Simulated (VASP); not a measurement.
# NdGaO2 (P6/mmm) in VASP: relaxation of cell and atoms with PBE

Aim: the relaxation of cell and atoms of NdGaO2 with PBE.

Everything below comes from runs of VASP 6.6.1. Logs are shortened: lines on timing, memory, paths and dates and some standing lists are left out, and cuts for length are marked.

### Step 1. The cell of the first run

Symmetry: P6/mmm, No. 191, hexagonal system. The conventional cell has a = 3.815 Å, b = 3.815 Å, c = 5.713 Å, α = 90.00°, β = 90.00°, γ = 120.00°. Nd (site symmetry 6/mmm) has 2 Ga at 2.86 Å and 12 O at 3.61 Å and 6 Nd at 3.82 Å within 3.9 Å. Within 2.9 Å of Ga (site symmetry 6/mmm) lie 6 O at 2.20 Å and 2 Nd at 2.86 Å. O (site symmetry -6m2) has 3 Ga at 2.20 Å and 3 O at 2.20 Å within 2.9 Å.

The cell was generated, and may not be a known phase.

### Step 2. Relaxation of cell and atoms, PBE

Contents of INCAR:

```
SYSTEM = NdGaO2
PREC = Accurate
ENCUT = 600
EDIFF = 1E-7
ISMEAR = 0
SIGMA = 0.1
LREAL = .False.
LASPH = .True.
NELM = 200
ALGO = Normal
ISIF = 3
LWAVE = .False.
LCHARG = .False.
GGA = PE
IBRION = 2
NSW = 100
EDIFFG = -0.01
GGA_COMPAT = .False.
NELMIN = 4
LMAXMIX = 6
```

Contents of KPOINTS:

```
Automatic mesh
0
Gamma
  12 12 8
  0 0 0
```

Contents of POSCAR:

```
NdGaO2
1.0
    3.8150332650      0.0000000000      0.0000000000
   -1.9075166325      3.3039157238      0.0000000000
    0.0000000000      0.0000000000      5.7132745913
Nd Ga O
1 1 2
Direct
    0.0000000000      0.0000000000      0.5000000000
    0.0000000000      0.0000000000      0.0000000000
    0.3333333333      0.6666666667      0.0000000000
    0.6666666667      0.3333333333      0.0000000000
```

Potentials or basis: VASP PAW PBE potentials, release 64 (Nd_3, Ga_d, O), 4f in core.

Command:

```bash
cat potpaw_PBE.64/Nd_3/POTCAR potpaw_PBE.64/Ga_d/POTCAR potpaw_PBE.64/O/POTCAR > POTCAR
mpirun -np 1 vasp_std > vasp.out
```

OUTCAR:

```text
SYSTEM = NdGaO2
   PREC = Accurate
   ENCUT = 600
   EDIFF = 1E-7
   ISMEAR = 0
   LREAL = .False.
   LASPH = .True.
   NELM = 200
   ISIF = 3
   GGA = PE
   IBRION = 2
   NSW = 100
   EDIFFG = -0.01
   NELMIN = 4

 ion  position               nearest neighbor table
   1  0.000  0.000  0.500-   2 2.86   2 2.86
   2  0.000  0.000  0.000-   3 2.20   4 2.20   4 2.20   3 2.20   4 2.20   3 2.20   1 2.86   1 2.86

   3  0.333  0.667  0.000-   2 2.20   2 2.20   2 2.20
   4  0.667  0.333  0.000-   2 2.20   2 2.20   2 2.20

  LATTYP: Found a hexagonal cell.
 ALAT       =     3.8150332650
 C/A-ratio  =     1.4975687483

  Lattice vectors:

 A1 = (   3.8150332650,   0.0000000000,   0.0000000000)
 A2 = (  -1.9075166325,   3.3039157238,   0.0000000000)
 A3 = (   0.0000000000,   0.0000000000,   5.7132745913)

Analysis of symmetry for initial positions (statically):
=====================================================================
 Subroutine PRICEL returns:
 Original cell was already a primitive cell.

 Routine SETGRP: Setting up the symmetry group for a
 hexagonal supercell.

 Subroutine GETGRP returns: Found 24 space group operations
 (whereof 24 operations were pure point group operations)
 out of a pool of 24 trial point group operations.

The static configuration has the point symmetry D_6h.

Analysis of symmetry for dynamics (positions and initial velocities):
=====================================================================
 Subroutine PRICEL returns:
 Original cell was already a primitive cell.

 Routine SETGRP: Setting up the symmetry group for a
 hexagonal supercell.

 Subroutine GETGRP returns: Found 24 space group operations
 (whereof 24 operations were pure point group operations)
 out of a pool of 24 trial point group operations.

The dynamic configuration has the point symmetry D_6h.

 Subroutine INISYM returns: Found 24 space group operations
 (whereof 24 operations are pure point group operations),
 and found     1 'primitive' translations

----------------------------------------------------------------------------------------

                                     Primitive cell

  volume of cell :      72.0132

  direct lattice vectors                    reciprocal lattice vectors
     3.815033265  0.000000000  0.000000000     0.262120912  0.151335579  0.000000000
    -1.907516632  3.303915724  0.000000000     0.000000000  0.302671159  0.000000000
     0.000000000  0.000000000  5.713274591     0.000000000  0.000000000  0.175030971

  length of vectors
     3.815033265  3.815033265  5.713274591     0.302671159  0.302671159  0.175030971

  position of ions in fractional coordinates (direct lattice)
     0.000000000  0.000000000  0.500000000
     0.000000000  0.000000000  0.000000000
     0.333333333  0.666666667  0.000000000
     0.666666667  0.333333333  0.000000000

  ion indices of the primitive-cell ions
   primitive index   ion index
                 1           1
                 2           2
                 3           3
                 4           4

----------------------------------------------------------------------------------------

 KPOINTS: Automatic mesh

Automatic generation of k-mesh.
 Grid dimensions read from file:
 generate k-points for:   12   12    8

 Generating k-lattice:

  Cartesian coordinates                     Fractional coordinates (reciprocal lattice)
     0.021843409  0.012611298  0.000000000     0.083333333  0.000000000  0.000000000
     0.000000000  0.025222597  0.000000000     0.000000000  0.083333333  0.000000000
     0.000000000  0.000000000  0.021878871     0.000000000  0.000000000  0.125000000

  Length of vectors
     0.025222597  0.025222597  0.021878871

  Shift w.r.t. Gamma in fractional coordinates (k-lattice)
     0.000000000  0.000000000  0.000000000

 Subroutine IBZKPT returns following result:
 ===========================================

 Found     95 irreducible k-points:

 Following reciprocal coordinates:
            Coordinates               Weight
  0.000000  0.000000  0.000000      1.000000
  0.083333  0.000000  0.000000      6.000000
  0.166667  0.000000  0.000000      6.000000
  0.250000  0.000000  0.000000      6.000000
  0.333333  0.000000  0.000000      6.000000
  0.416667 -0.000000  0.000000      6.000000
[... 16 lines left out ...]
  0.250000  0.000000  0.125000     12.000000
  0.333333  0.000000  0.125000     12.000000
 [... further k-points ...]
   k-points           NKPTS =     95   k-points in BZ     NKDIM =     95   number of bands    NBANDS=     22
   number of dos      NEDOS =    301   number of ions     NIONS =      4
   total plane-waves  NPLWV =  43200
   dimension x,y,z NGX =    30 NGY =   30 NGZ =   48
   dimension x,y,z NGXF=    60 NGYF=   60 NGZF=   96
   ions per type =               1   1   2
   NGX,Y,Z   is equivalent  to a cutoff of  13.07, 13.07, 13.97 a.u.
   NGXF,Y,Z  is equivalent  to a cutoff of  26.15, 26.15, 27.93 a.u.
 SYSTEM =  NdGaO2
   PREC   = accura    normal or accurate (medium, high low for compatibility)
   ISTART =      0    job   : 0-new  1-cont  2-samecut
   ICHARG =      2    charge: 1-file 2-atom 10-const
   ISPIN  =      1    spin polarized calculation?
   LNONCOLLINEAR =      F non collinear calculations
   LSORBIT =      F    spin-orbit coupling
   LASPH  =      T    aspherical Exc in radial PAW
   ENCUT  =  600.0 eV  44.10 Ry    6.64 a.u.   7.62  7.62 11.41*2*pi/ulx,y,z
   NELM   =    200;   NELMIN=  4; NELMDL= -5     # of ELM steps
   EDIFF  = 0.1E-06   stopping-criterion for ELM
   LREAL  =      F    real-space projection
   EDIFFG = -.1E-01   stopping-criterion for IOM
   NSW    =    100    number of steps for IOM
   IBRION =      2    ionic relax: 0-MD 1-quasi-New 2-CG
   NFREE  =      1    steps in history (QN), initial steepest desc. (CG)
   ISIF   =      3    stress and relaxation
   ISYM   =      2    0-nonsym 1-usesym 2-fastsym
   POTIM  = 0.5000    time-step for ionic-motion
   TEBEG  =    0.0;   TEEND  =   0.0 temperature during run
   PSTRESS=    0.0 pullay stress
   NELECT =      36.0000    total number of electrons
   NUPDOWN=      -1.0000    fix difference up-down
   EMIN   =  10.00;   EMAX   =-10.00  energy-range for DOS
   EFERMI =   0.00;   METHOD = LEGACY
   ISMEAR =     0;   SIGMA  =   0.10  broadening in eV -4-tet -1-fermi 0-gaus
   EFERMI_NEDOS =   21; number of points for ismear=-14 and -15
   IALGO  =     38    algorithm
   IMIX   =      4    mixing-type and parameters
     AMIX     =   0.40;   BMIX     =  1.00
     AMIX_MAG =   1.60;   BMIX_MAG =  1.00
  volume/ion in A,a.u.               =      18.00       121.49
  Fermi-wavevector in a.u.,A,eV,Ry     =   1.299286  2.455295 22.968607  1.688145
  Thomas-Fermi vector in A             =   2.430560
   LORBIT       =      0    0 simple, 1 ext, 2 COOP (PROOUT), +10 PAW based schemes
   GGA     = PE    functional components
   LHFCALC =     F    Hartree Fock is set to
   AEXX    =    0.0000 exact exchange contribution
   IVDW    =     0    specifies the selected vdW correction
   LEPSILON=     F    determine dielectric tensor
   LRPA    =     F    only Hartree local field effects (RPA)
 conjugate gradient relaxation of ions
 non-spin polarized calculation
 Gauss-broadening in eV      SIGMA  =   0.10
  energy-cutoff  :      600.00
  volume of cell :       72.01
 maximum number of plane-waves:      2441
   NGX = 15   NGY = 15   NGZ = 23

--------------------------------------- Ionic step        1  -------------------------------------------

 number of electron      35.9999998 magnetization

 Free energy of the ion-electron system (eV)
  ---------------------------------------------------
  ext. energy  EPLUGINS =         0.00000000
  ---------------------------------------------------
  free energy    TOTEN  =       -17.27472636 eV

  energy without entropy =      -17.24832356  energy(sigma->0) =      -17.26152496

------------------------ aborting loop because EDIFF is reached ----------------------------------------

  FORCE on cell =-STRESS in cart. coord.  units (eV):
  Direction    XX          YY          ZZ          XY          YZ          ZX
  --------------------------------------------------------------------------------------
  -------------------------------------------------------------------------------------
  Total        0.1799911      0.1799911      0.0371824      0.0000000     -0.0000000      0.0000000
  in kB        4.0045080      4.0045080      0.8272486      0.0000000     -0.0000000      0.0000000
  external PRESSURE =       2.9454215 kB  Pullay stress =       0.0000000 kB
[... 61 lines left out ...]
  energy  without entropy=      -17.2486086537  energy(sigma->0) =      -17.26181685

--------------------------------------- Ionic step        3  -------------------------------------------

 number of electron      35.9999999 magnetization

 Free energy of the ion-electron system (eV)
  ---------------------------------------------------
  ext. energy  EPLUGINS =         0.00000000
  ---------------------------------------------------
  free energy    TOTEN  =       -17.27504448 eV

  energy without entropy =      -17.24863075  energy(sigma->0) =      -17.26183762

 E-fermi :   3.7264     XC(G=0): -10.1045

 val. band max:        3.7154013410   @ k =   0.4167  -0.0000   0.3750
 cond. band min:       3.7396681396   @ k =   0.4167   0.1667   0.1250
 fundamental gap:      0.0242667986
 Fermi energy:         3.7264063751

 k-point     1 :       0.0000    0.0000    0.0000
  band No.  band energies     occupation
      1     -34.9891      2.00000
      2     -16.2043      2.00000
      3     -15.8091      2.00000
      4     -15.8091      2.00000
      5     -15.6474      2.00000
      6     -12.0480      2.00000
[... 574 lines left out ...]
      6     -13.1709      2.00000
[... 14 lines left out ...]
     21       5.4450      0.00000
     22       6.2610      0.00000

 [... further k-points ...]

------------------------ aborting loop because EDIFF is reached ----------------------------------------

  FORCE on cell =-STRESS in cart. coord.  units (eV):
  Direction    XX          YY          ZZ          XY          YZ          ZX
  --------------------------------------------------------------------------------------
  -------------------------------------------------------------------------------------
  Total        0.0038581      0.0038581     -0.0278453      0.0000000     -0.0000000     -0.0000000
  in kB        0.0855081      0.0855081     -0.6171428      0.0000000     -0.0000000     -0.0000000
  external PRESSURE =      -0.1487088 kB  Pullay stress =       0.0000000 kB
[... 19 lines left out ...]
  FREE ENERGIE OF THE ION-ELECTRON SYSTEM (eV)
  ---------------------------------------------------
  free  energy   TOTEN  =       -17.2750444838 eV

  energy  without entropy=      -17.2486307487  energy(sigma->0) =      -17.26183762

 reached required accuracy - stopping structural energy minimisation
```

Run time: 5 min. Hardware: 1 thread of Intel Xeon Platinum 8375C at 2.90GHz (Ice Lake), shared host; peak memory 0.35 GiB.

Results:

| Item | Value |
| --- | --- |
| Free energy | -17.2750 eV |
| Relaxed volume | 18.07 Å³/atom |
| Relaxed cell | a = 3.822 Å, b = 3.822 Å, c = 5.715 Å, α = 90.00°, β = 90.00°, γ = 120.00° |
| Space group after relaxing (to 0.1 Å) | P6/mmm (No. 191) |
| Energy gained by relaxing | 0.1 meV/atom |
| Ionic steps | 3 |
| Pressure after relaxing | 0.0 GPa |
| Band gap on the k mesh | zero (bands 18 and 19 overlap by 1.51 eV) |

Step by step:
| step | energy change (eV) | largest force (eV/Å) | pressure (GPa) | volume (Å³) |
| --- | --- | --- | --- | --- |
| 1 | 0.0000 | 0.0000 | 0.29 | 72.01 |
| 2 | -0.0003 | 0.0000 | -0.09 | 72.36 |
| 3 | -0.0003 | 0.0000 | -0.01 | 72.29 |

Final structure:
```yaml
crystal:
  lattice:
    - [3.82166, 0.00000, 0.00000]
    - [-1.91083, 3.30966, 0.00000]
    - [0.00000, 0.00000, 5.71533]
  atoms:
    - { symbol: Nd, position: [0.00000, 0.00000, 0.50000] }
    - { symbol: Ga, position: [0.00000, 0.00000, 0.00000] }
    - { symbol: O, position: [0.33333, 0.66667, 0.00000] }
    - { symbol: O, position: [0.66667, 0.33333, 0.00000] }
```

Caveat: spin-orbit coupling is left out, which moves the levels of the heavy elements; the 4f electrons are frozen in the core, so they carry no moment and show no levels; the run has no spin polarisation, though such a crystal can be magnetic. With open d or f shells a metallic result of PBE can be an artefact of self-interaction; +U or a hybrid may open a gap.

The gap in the log of VASP goes by the Fermi energy; the results here count the filled bands.